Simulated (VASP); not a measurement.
# Ca (I4/mmm) in VASP: a series of runs, part 2 of 2

VASP 6.6.1.

## (4) Single point, r2SCAN (strain -0.0200 x Voigt [0, 1, 0, 0, 0, 0])

POSCAR

```
Ca
1.0
   -2.2400000000      2.1952000000      2.2400000000
    2.2400000000     -2.1952000000      2.2400000000
    2.2400000000      2.1952000000     -2.2400000000
Ca
1
Direct
    0.0000000000      0.0000000000      0.0000000000
```

INCAR.step1

```
ALGO = Normal
EDIFF = 1E-5
ENCUT = 550
GGA = PE
GGA_COMPAT = False
ISMEAR = 0
LASPH = True
LCHARG = False
LREAL = False
LWAVE = True
NBANDS = 11
NELM = 120
PREC = Accurate
SIGMA = 0.15
```

INCAR.step2

```
ALGO = Normal
EDIFF = 1E-6
ENCUT = 550
GGA_COMPAT = False
ISIF = 2
ISMEAR = 0
ISTART = 1
LASPH = True
LCHARG = False
LMIXTAU = True
LREAL = False
LWAVE = False
METAGGA = R2SCAN
NBANDS = 11
NELM = 120
PREC = Accurate
SIGMA = 0.15
```

KPOINTS

```
k-points
0
Gamma
  16 16 16
```

Potentials or basis: VASP PAW PBE potentials, release 64 (Ca_sv).

Launch:

```console
> cat potpaw_PBE.64/Ca_sv/POTCAR > POTCAR
> cp INCAR.step1 INCAR
> mpirun -np 1 vasp_std > vasp.out
> cp INCAR.step2 INCAR
> mpirun -np 1 vasp_std > vasp.out
```

OUTCAR:

```text
EDIFF = 1E-6
   ENCUT = 550
   ISIF = 2
   ISMEAR = 0
   ISTART = 1
   LASPH = True
   LREAL = False
   METAGGA = R2SCAN
   NELM = 120
   PREC = Accurate

 ion  position               nearest neighbor table
   1  0.000  0.000  0.000-

  LATTYP: Found a body centered tetragonal cell.
 ALAT       =     4.4800000000
 C/A-ratio  =     0.9800000000

  Lattice vectors:

 A1 = (  -2.2400000000,  -2.1952000000,   2.2400000000)
 A2 = (   2.2400000000,  -2.1952000000,  -2.2400000000)
 A3 = (   2.2400000000,   2.1952000000,   2.2400000000)

Analysis of symmetry for initial positions (statically):
=====================================================================
 Subroutine PRICEL returns:
 Original cell was already a primitive cell.

 Routine SETGRP: Setting up the symmetry group for a
 body centered tetragonal supercell.

 Subroutine GETGRP returns: Found 16 space group operations
 (whereof 16 operations were pure point group operations)
 out of a pool of 16 trial point group operations.

The static configuration has the point symmetry D_4h.

Analysis of symmetry for dynamics (positions and initial velocities):
=====================================================================
 Subroutine PRICEL returns:
 Original cell was already a primitive cell.

 Routine SETGRP: Setting up the symmetry group for a
 body centered tetragonal supercell.

 Subroutine GETGRP returns: Found 16 space group operations
 (whereof 16 operations were pure point group operations)
 out of a pool of 16 trial point group operations.

The dynamic configuration has the point symmetry D_4h.

 Subroutine INISYM returns: Found 16 space group operations
 (whereof 16 operations are pure point group operations),
 and found     1 'primitive' translations

----------------------------------------------------------------------------------------

                                     Primitive cell

  volume of cell :      44.0585

  direct lattice vectors                    reciprocal lattice vectors
    -2.240000000  2.195200000  2.240000000     0.000000000  0.227769679  0.223214286
     2.240000000 -2.195200000  2.240000000     0.223214286  0.000000000  0.223214286
     2.240000000  2.195200000 -2.240000000     0.223214286  0.227769679  0.000000000

  length of vectors
     3.854102106  3.854102106  3.854102106     0.318910088  0.315672670  0.318910088

  position of ions in fractional coordinates (direct lattice)
     0.000000000  0.000000000  0.000000000

  ion indices of the primitive-cell ions
   primitive index   ion index
                 1           1

----------------------------------------------------------------------------------------

 KPOINTS: k-points

Automatic generation of k-mesh.
 Grid dimensions read from file:
 generate k-points for:   16   16   16

 Generating k-lattice:

  Cartesian coordinates                     Fractional coordinates (reciprocal lattice)
     0.000000000  0.014235605  0.013950893     0.062500000  0.000000000 -0.000000000
     0.013950893  0.000000000  0.013950893     0.000000000  0.062500000  0.000000000
     0.013950893  0.014235605  0.000000000    -0.000000000  0.000000000  0.062500000

  Length of vectors
     0.019931880  0.019729542  0.019931880

  Shift w.r.t. Gamma in fractional coordinates (k-lattice)
     0.000000000  0.000000000  0.000000000

 Subroutine IBZKPT returns following result:
 ===========================================

 Found    349 irreducible k-points:

 Following reciprocal coordinates:
            Coordinates               Weight
  0.000000  0.000000  0.000000      1.000000
  0.062500  0.000000 -0.000000      8.000000
  0.125000  0.000000 -0.000000      8.000000
  0.187500  0.000000 -0.000000      8.000000
  0.250000  0.000000 -0.000000      8.000000
  0.312500  0.000000 -0.000000      8.000000
[... 16 lines left out ...]
 -0.187500  0.062500  0.000000     16.000000
 -0.125000  0.062500  0.000000      8.000000
 [... further k-points ...]
   k-points           NKPTS =    349   k-points in BZ     NKDIM =    349   number of bands    NBANDS=     11
   number of dos      NEDOS =    301   number of ions     NIONS =      1
   total plane-waves  NPLWV =  27000
   dimension x,y,z NGX =    30 NGY =   30 NGZ =   30
   dimension x,y,z NGXF=    60 NGYF=   60 NGZF=   60
   ions per type =               1
   NGX,Y,Z   is equivalent  to a cutoff of  12.94, 12.94, 12.94 a.u.
   NGXF,Y,Z  is equivalent  to a cutoff of  25.88, 25.88, 25.88 a.u.
 SYSTEM =  unknown system
   PREC   = accura    normal or accurate (medium, high low for compatibility)
   ISTART =      1    job   : 0-new  1-cont  2-samecut
   ICHARG =      0    charge: 1-file 2-atom 10-const
   ISPIN  =      1    spin polarized calculation?
   LNONCOLLINEAR =      F non collinear calculations
   LSORBIT =      F    spin-orbit coupling
   LASPH  =      T    aspherical Exc in radial PAW
   ENCUT  =  550.0 eV  40.42 Ry    6.36 a.u.   7.37  7.37  7.37*2*pi/ulx,y,z
   NELM   =    120;   NELMIN=  2; NELMDL=  0     # of ELM steps
   EDIFF  = 0.1E-05   stopping-criterion for ELM
   LREAL  =      F    real-space projection
   EDIFFG = 0.1E-04   stopping-criterion for IOM
   NSW    =      0    number of steps for IOM
   IBRION =     -1    ionic relax: 0-MD 1-quasi-New 2-CG
   NFREE  =      0    steps in history (QN), initial steepest desc. (CG)
   ISIF   =      2    stress and relaxation
   ISYM   =      2    0-nonsym 1-usesym 2-fastsym
   POTIM  = 0.5000    time-step for ionic-motion
   TEBEG  =    0.0;   TEEND  =   0.0 temperature during run
   PSTRESS=    0.0 pullay stress
   NELECT =      10.0000    total number of electrons
   NUPDOWN=      -1.0000    fix difference up-down
   EMIN   =  10.00;   EMAX   =-10.00  energy-range for DOS
   EFERMI =   0.00;   METHOD = LEGACY
   ISMEAR =     0;   SIGMA  =   0.15  broadening in eV -4-tet -1-fermi 0-gaus
   EFERMI_NEDOS =   21; number of points for ismear=-14 and -15
   IALGO  =     38    algorithm
   IMIX   =      4    mixing-type and parameters
     AMIX     =   0.40;   BMIX     =  1.00
     AMIX_MAG =   1.60;   BMIX_MAG =  1.00
  volume/ion in A,a.u.               =      44.06       297.32
  Fermi-wavevector in a.u.,A,eV,Ry     =   0.998615  1.887109 13.568166  0.997232
  Thomas-Fermi vector in A             =   2.130850
   LORBIT       =      0    0 simple, 1 ext, 2 COOP (PROOUT), +10 PAW based schemes
   METAGGA = R2SCAN    functional components
   LHFCALC =     F    Hartree Fock is set to
   AEXX    =    0.0000 exact exchange contribution
   IVDW    =     0    specifies the selected vdW correction
   LEPSILON=     F    determine dielectric tensor
   LRPA    =     F    only Hartree local field effects (RPA)
 non-spin polarized calculation
 Gauss-broadening in eV      SIGMA  =   0.15
  energy-cutoff  :      550.00
  volume of cell :       44.06
 maximum number of plane-waves:      1310
 NGX is ok and might be reduce to    30
   NGX = 15   NGY = 15   NGZ = 15

 number of electron      10.0000002 magnetization

 Free energy of the ion-electron system (eV)
  ---------------------------------------------------
  ext. energy  EPLUGINS =         0.00000000
  ---------------------------------------------------
  free energy    TOTEN  =        -7.02480714 eV

  energy without entropy =       -7.00914766  energy(sigma->0) =       -7.01697740

 E-fermi :   1.8759     XC(G=0):  -8.0792

 val. band max:        1.8708013182   @ k =   0.5000   0.0625  -0.0000
 cond. band min:       1.8796890402   @ k =   0.4375   0.0625  -0.0000
 fundamental gap:      0.0088877220
 Fermi energy:         1.8758869940

 k-point     1 :       0.0000    0.0000    0.0000
  band No.  band energies     occupation
      1     -42.0630      2.00000
      2     -22.0952      2.00000
      3     -22.0928      2.00000
      4     -22.0928      2.00000
      5      -2.3757      2.00000
      6       4.4160      0.00000
      7       4.5103      0.00000
      8       4.5103      0.00000
      9       5.4691      0.00000
     10       5.5845      0.00000
     11      12.3612      0.00000
[... 309 lines left out ...]
 k-point    24 :      -0.1250    0.0625    0.0000
  band No.  band energies     occupation
      1     -42.0615      2.00000
      2     -22.1088      2.00000
      3     -22.0961      2.00000
      4     -22.0953      2.00000
      5      -2.1568      2.00000
      6       4.3303      0.00000
      7       4.3884      0.00000
      8       4.6233      0.00000
      9       5.4281      0.00000
     10       5.4945      0.00000
     11      12.1582      0.00000

 [... further k-points ...]

------------------------ aborting loop because EDIFF is reached ----------------------------------------

  FORCE on cell =-STRESS in cart. coord.  units (eV):
  Direction    XX          YY          ZZ          XY          YZ          ZX
  --------------------------------------------------------------------------------------
  -------------------------------------------------------------------------------------
  Total       -0.0698002     -0.0642697     -0.0698002      0.0000000      0.0000000      0.0000000
  in kB       -2.5382660     -2.3371496     -2.5382660      0.0000000      0.0000000      0.0000000
  external PRESSURE =      -2.4712272 kB  Pullay stress =       0.0000000 kB

 VOLUME and BASIS-vectors are now :
 -----------------------------------------------------------------------------
  energy-cutoff  :      550.00
  volume of cell :       44.06
      direct lattice vectors                 reciprocal lattice vectors
    -2.240000000  2.195200000  2.240000000     0.000000000  0.227769679  0.223214286
     2.240000000 -2.195200000  2.240000000     0.223214286  0.000000000  0.223214286
     2.240000000  2.195200000 -2.240000000     0.223214286  0.227769679  0.000000000

 POSITION                                       TOTAL-FORCE (eV/Angst)
 -----------------------------------------------------------------------------------
      0.00000      0.00000      0.00000         0.000000      0.000000      0.000000
 -----------------------------------------------------------------------------------
    total drift:                               -0.000000     -0.000000      0.000000

  FREE ENERGIE OF THE ION-ELECTRON SYSTEM (eV)
  ---------------------------------------------------
  free  energy   TOTEN  =        -7.0248071358 eV

  energy  without entropy=       -7.0091476553  energy(sigma->0) =       -7.01697740
```

OUTCAR.step1:

```text
EDIFF = 1E-5
   ENCUT = 550
   GGA = PE
   ISMEAR = 0
   LASPH = True
   LREAL = False
[... 552 lines left out ...]

 POSITION                                       TOTAL-FORCE (eV/Angst)
 -----------------------------------------------------------------------------------
      0.00000      0.00000      0.00000         0.000000     -0.000000      0.000000
 -----------------------------------------------------------------------------------
    total drift:                               -0.000000     -0.000000      0.000000

  FREE ENERGIE OF THE ION-ELECTRON SYSTEM (eV)
  ---------------------------------------------------
  free  energy   TOTEN  =        -1.9183913761 eV

  energy  without entropy=       -1.9002444855  energy(sigma->0) =       -1.90931793
```

OSZICAR.step1:

```text
N       E                     dE             d eps       ncg     rms          rms(c)
DAV:   1     0.676310506414E+02    0.67631E+02   -0.51051E+03  7678   0.853E+02
DAV:   2    -0.327475538322E+00   -0.67959E+02   -0.67375E+02  8386   0.210E+02
DAV:   3    -0.184950910995E+01   -0.15220E+01   -0.15028E+01 11292   0.307E+01
DAV:   4    -0.192286658709E+01   -0.73357E-01   -0.73054E-01 10122   0.531E+00
DAV:   5    -0.192440306400E+01   -0.15365E-02   -0.15363E-02 10734   0.648E-01    0.223E+00
DAV:   6    -0.191918364698E+01    0.52194E-02   -0.11046E-02  9530   0.114E+00    0.137E+00
DAV:   7    -0.191878698459E+01    0.39666E-03   -0.17309E-02  8718   0.151E+00    0.995E-02
DAV:   8    -0.191836902940E+01    0.41796E-03   -0.17981E-03  9168   0.413E-01    0.202E-02
DAV:   9    -0.191838922658E+01   -0.20197E-04   -0.95487E-05 10170   0.786E-02    0.642E-03
DAV:  10    -0.191839137613E+01   -0.21496E-05   -0.63004E-06  6704   0.221E-02
   1 F= -.19183914E+01 E0= -.19093179E+01  d E =-.181469E-01
```

Wall time 6.3 min (1 thread of AMD EPYC 9R14 (Zen 4), shared host); peak memory 0.28 GiB.

What came out:

* Free energy: -7.0248 eV
* Pressure: -0.2 GPa
* Band gap on the k mesh: zero (bands 5 and 6 overlap by 0.60 eV)

Caveat: the cell differs from its parent crystal (strain -0.0200 x Voigt [0, 1, 0, 0, 0, 0]); the PAW data sets were made with another functional, which shifts forces and pressure a little.

## (5) Single point, r2SCAN (strain -0.0100 x Voigt [0, 1, 0, 0, 0, 0])

POSCAR

```
Ca
1.0
   -2.2400000000      2.2176000000      2.2400000000
    2.2400000000     -2.2176000000      2.2400000000
    2.2400000000      2.2176000000     -2.2400000000
Ca
1
Direct
    0.0000000000      0.0000000000      0.0000000000
```

INCAR.step1

```
SYSTEM = Ca
PREC = Accurate
ENCUT = 550
ISMEAR = 0
SIGMA = 0.15
LREAL = .False.
LASPH = .True.
NELM = 120
NBANDS = 11
GGA = PE
ALGO = Normal
EDIFF = 1E-5
LWAVE = .True.
LCHARG = .False.
GGA_COMPAT = .False.
```

INCAR.step2

```
SYSTEM = Ca
PREC = Accurate
ENCUT = 550
EDIFF = 1E-6
ISMEAR = 0
SIGMA = 0.15
LREAL = .False.
LASPH = .True.
NELM = 120
ALGO = Normal
ISIF = 2
LWAVE = .False.
LCHARG = .True.
METAGGA = R2SCAN
LMIXTAU = .True.
LELF = .True.
LVHAR = .True.
NBANDS = 11
ISTART = 1
GGA_COMPAT = .False.
```

KPOINTS

```
regular mesh
0
Gamma
  16 16 16
  0 0 0
```

Potentials or basis: VASP PAW PBE potentials, release 64 (Ca_sv).

Launch:

```console
> cat potpaw_PBE.64/Ca_sv/POTCAR > POTCAR
> cp INCAR.step1 INCAR
> mpirun -np 1 vasp_std > vasp.out
> cp INCAR.step2 INCAR
> mpirun -np 1 vasp_std > vasp.out
```

OUTCAR:

```text
SYSTEM = Ca
   PREC = Accurate
   ENCUT = 550
   EDIFF = 1E-6
   ISMEAR = 0
   LREAL = .False.
   LASPH = .True.
   NELM = 120
   ISIF = 2
   METAGGA = R2SCAN
   ISTART = 1

 ion  position               nearest neighbor table
   1  0.000  0.000  0.000-

  LATTYP: Found a body centered tetragonal cell.
 ALAT       =     4.4800000000
 C/A-ratio  =     0.9900000000

  Lattice vectors:

 A1 = (  -2.2400000000,  -2.2176000000,   2.2400000000)
 A2 = (   2.2400000000,  -2.2176000000,  -2.2400000000)
 A3 = (   2.2400000000,   2.2176000000,   2.2400000000)

Analysis of symmetry for initial positions (statically):
=====================================================================
 Subroutine PRICEL returns:
 Original cell was already a primitive cell.

 Routine SETGRP: Setting up the symmetry group for a
 body centered tetragonal supercell.

 Subroutine GETGRP returns: Found 16 space group operations
 (whereof 16 operations were pure point group operations)
 out of a pool of 16 trial point group operations.

The static configuration has the point symmetry D_4h.

Analysis of symmetry for dynamics (positions and initial velocities):
[... 170 lines left out ...]
      4     -22.1590      2.00000
      5      -2.3961      2.00000
      6       4.3927      0.00000
      7       4.4387      0.00000
      8       4.4388      0.00000
      9       5.4351      0.00000
     10       5.4914      0.00000
     11      12.3106      0.00000
[... 309 lines left out ...]
 k-point    24 :      -0.1250    0.0625   -0.0000
  band No.  band energies     occupation
      1     -42.1265      2.00000
      2     -22.1737      2.00000
      3     -22.1622      2.00000
      4     -22.1608      2.00000
      5      -2.1805      2.00000
      6       4.2888      0.00000
      7       4.3213      0.00000
      8       4.5730      0.00000
      9       5.3392      0.00000
     10       5.4543      0.00000
     11      12.0282      0.00000

 [... further k-points ...]

------------------------ aborting loop because EDIFF is reached ----------------------------------------

  FORCE on cell =-STRESS in cart. coord.  units (eV):
  Direction    XX          YY          ZZ          XY          YZ          ZX
  --------------------------------------------------------------------------------------
  -------------------------------------------------------------------------------------
  Total       -0.1159996     -0.1140462     -0.1159996      0.0000000      0.0000000      0.0000000
  in kB       -4.1756875     -4.1053677     -4.1756875      0.0000000      0.0000000      0.0000000
  external PRESSURE =      -4.1522476 kB  Pullay stress =       0.0000000 kB

 VOLUME and BASIS-vectors are now :
 -----------------------------------------------------------------------------
  energy-cutoff  :      550.00
  volume of cell :       44.51
      direct lattice vectors                 reciprocal lattice vectors
    -2.240000000  2.217600000  2.240000000     0.000000000  0.225468975  0.223214286
     2.240000000 -2.217600000  2.240000000     0.223214286  0.000000000  0.223214286
     2.240000000  2.217600000 -2.240000000     0.223214286  0.225468975  0.000000000

 POSITION                                       TOTAL-FORCE (eV/Angst)
 -----------------------------------------------------------------------------------
      0.00000      0.00000      0.00000         0.000000     -0.000000     -0.000000
 -----------------------------------------------------------------------------------
    total drift:                               -0.000000     -0.000000      0.000000

  FREE ENERGIE OF THE ION-ELECTRON SYSTEM (eV)
  ---------------------------------------------------
  free  energy   TOTEN  =        -7.0240284507 eV

  energy  without entropy=       -7.0084130401  energy(sigma->0) =       -7.01622075
```

OUTCAR.step1:

```text
SYSTEM = Ca
   PREC = Accurate
   ENCUT = 550
   ISMEAR = 0
   LREAL = .False.
   LASPH = .True.
   NELM = 120
[... 554 lines left out ...]
 -----------------------------------------------------------------------------------
      0.00000      0.00000      0.00000         0.000000      0.000000     -0.000000
 -----------------------------------------------------------------------------------
    total drift:                               -0.000000     -0.000000      0.000000

  FREE ENERGIE OF THE ION-ELECTRON SYSTEM (eV)
  ---------------------------------------------------
  free  energy   TOTEN  =        -1.9163105506 eV

  energy  without entropy=       -1.8980701923  energy(sigma->0) =       -1.90719037
```

OSZICAR.step1:

```text
N       E                     dE             d eps       ncg     rms          rms(c)
DAV:   1     0.676969417712E+02    0.67697E+02   -0.51298E+03  7678   0.852E+02
DAV:   2    -0.266960223708E+00   -0.67964E+02   -0.67333E+02  8383   0.210E+02
DAV:   3    -0.184644599925E+01   -0.15795E+01   -0.15573E+01 11542   0.311E+01
DAV:   4    -0.192010364431E+01   -0.73658E-01   -0.73322E-01 10106   0.525E+00
DAV:   5    -0.192161029115E+01   -0.15066E-02   -0.15063E-02 10786   0.627E-01    0.224E+00
DAV:   6    -0.191690208372E+01    0.47082E-02   -0.10975E-02  9570   0.113E+00    0.137E+00
DAV:   7    -0.191669887557E+01    0.20321E-03   -0.17196E-02  8691   0.151E+00    0.991E-02
DAV:   8    -0.191628790317E+01    0.41097E-03   -0.17749E-03  9087   0.410E-01    0.205E-02
DAV:   9    -0.191630842544E+01   -0.20522E-04   -0.96761E-05 10220   0.792E-02    0.679E-03
DAV:  10    -0.191631055063E+01   -0.21252E-05   -0.65023E-06  6723   0.224E-02
   1 F= -.19163106E+01 E0= -.19071904E+01  d E =-.182404E-01
```

Wall time 6.7 min (1 thread of AMD EPYC 9R14 (Zen 4), shared host); peak memory 0.28 GiB.

What came out:

* Free energy: -7.0240 eV
* Pressure: -0.4 GPa
* Band gap on the k mesh: zero (bands 5 and 6 overlap by 0.59 eV)

Levels at points of the mesh, in eV from the Fermi level:
| k point | band 1 | band 2 | band 3 | band 4 | band 5 | band 6 | band 7 | band 8 | band 9 | band 10 |
| --- | --- | --- | --- | --- | --- | --- | --- | --- | --- | --- |
| (0.00, 0.00, 0.00) | -43.96 | -24.00 | -24.00 | -24.00 | -4.23 | 2.56 | 2.60 | 2.60 | 3.60 | 3.66 |
| (0.50, 0.00, 0.00) | -43.95 | -24.12 | -24.04 | -24.00 | -0.83 | -0.17 | 1.57 | 3.55 | 3.91 | 4.64 |
| (0.00, 0.50, 0.00) | -43.95 | -24.12 | -24.04 | -23.99 | -0.85 | -0.20 | 1.63 | 3.50 | 3.89 | 4.63 |
| (0.50, 0.50, 0.50) | -43.94 | -24.08 | -24.08 | -24.08 | 0.18 | 0.21 | 3.91 | 3.91 | 4.08 | 4.42 |

Caveat: the cell differs from its parent crystal (strain -0.0100 x Voigt [0, 1, 0, 0, 0, 0]); the PAW data sets were made with another functional, which shifts forces and pressure a little.

## (6) The runs side by side

```tsv
cell	gap on the mesh (eV)	pressure (GPa)
a = 3.829 Å, angles 108.4, 111.7, 108.4°, 1 atom	none	0.1
a = 3.841 Å, angles 108.7, 111.1, 108.7°, 1 atom	none	-0.1
a = 3.854 Å, angles 108.9, 110.6, 108.9°, 1 atom	none	-0.2
a = 3.867 Å, angles 109.2, 110.0, 109.2°, 1 atom	none	-0.4
```

Alike in all rows: task single point; level r2SCAN; potentials or basis VASP PAW PBE potentials, release 64 (Ca_sv); no spin polarisation; k mesh 16 × 16 × 16; cutoff (eV) 550; smearing gaussian 0.15 eV.

Caveats: the PAW data sets were made with another functional, which shifts forces and pressure a little.

Total energies depend on the potentials used, so only differences within one code and one set of settings carry meaning.
